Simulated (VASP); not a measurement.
Write the native input for VASP 6.6.1 that does the following.

| Property | Result |
| --- | --- |
| Task | single point |
| Functional | r2SCAN |
| Potentials or basis | VASP PAW PBE potentials, release 64 (Pb_d, Se) |
| Cutoff | 520 eV |
| k mesh | 6 × 6 × 4 |
| Occupations | gaussian, width 0.01 eV |
| Spin | no spin polarisation |
| Dipole correction | no |
| Further INCAR settings | ALGO = Normal; EDIFF = 1e-07; NBANDS = 28 |

Crystal: PbSe.

```
CELL_PARAMETERS angstrom
2.13555 -6.07893 0.00000
2.13555 6.07893 0.00000
0.00000 0.00000 4.41058
ATOMIC_POSITIONS crystal
Pb 0.63176 0.36824 0.75000
Pb 0.36824 0.63176 0.25000
Se 0.86129 0.13871 0.75000
Se 0.13871 0.86129 0.25000
```

One way to write it, as run:

POSCAR

```
PbSe
1.0
    2.1355493014     -6.0789314057      0.0000000000
    2.1355493014      6.0789314057      0.0000000000
    0.0000000000      0.0000000000      4.4105766792
Pb Se
2 2
Direct
    0.6317607300      0.3682392700      0.7500000000
    0.3682392700      0.6317607300      0.2500000000
    0.8612899600      0.1387100400      0.7500000000
    0.1387100400      0.8612899600      0.2500000000
```

INCAR.step1

```
  PREC = Accurate
  ENCUT = 520
  ISMEAR = 0
  SIGMA = 0.01
  LREAL = False
  LASPH = True
  NELM = 80
  NBANDS = 28
  GGA = PE
  ALGO = Normal
  EDIFF = 1E-4
  LWAVE = True
  LCHARG = False
```

INCAR.step2

```
  PREC = Accurate
  ENCUT = 520
  EDIFF = 1E-7
  ISMEAR = 0
  SIGMA = 0.01
  LREAL = False
  LASPH = True
  NELM = 80
  ALGO = Normal
  ISIF = 2
  LWAVE = False
  LCHARG = False
  METAGGA = R2SCAN
  LMIXTAU = True
  NBANDS = 28
  ISTART = 1
```

KPOINTS

```
Automatic mesh
0
Gamma
  6 6 4
```

Potentials or basis: VASP PAW PBE potentials, release 64 (Pb_d, Se).

The run is started by

```console
$ cat potpaw_PBE.64/Pb_d/POTCAR potpaw_PBE.64/Se/POTCAR > POTCAR
$ cp INCAR.step1 INCAR
$ mpirun -np 1 vasp_std > vasp.out
$ cp INCAR.step2 INCAR
$ mpirun -np 1 vasp_std > vasp.out
```

Results of the run:

```yaml
Pressure: 1.4 GPa
Largest_force: 0.138 eV/Å
Band_gap_on_the_k_mesh: 1.40 eV, indirect (least direct gap 1.80 eV)
```

Caveat: the PAW data sets were made with another functional, which shifts forces and pressure a little; spin-orbit coupling is left out, which moves the levels of the heavy elements.

Run time: 5.4 min on 1 thread of Intel(R) Xeon(R) Platinum 8488C (Sapphire Rapids), on a shared host, peak memory 0.37 GiB.
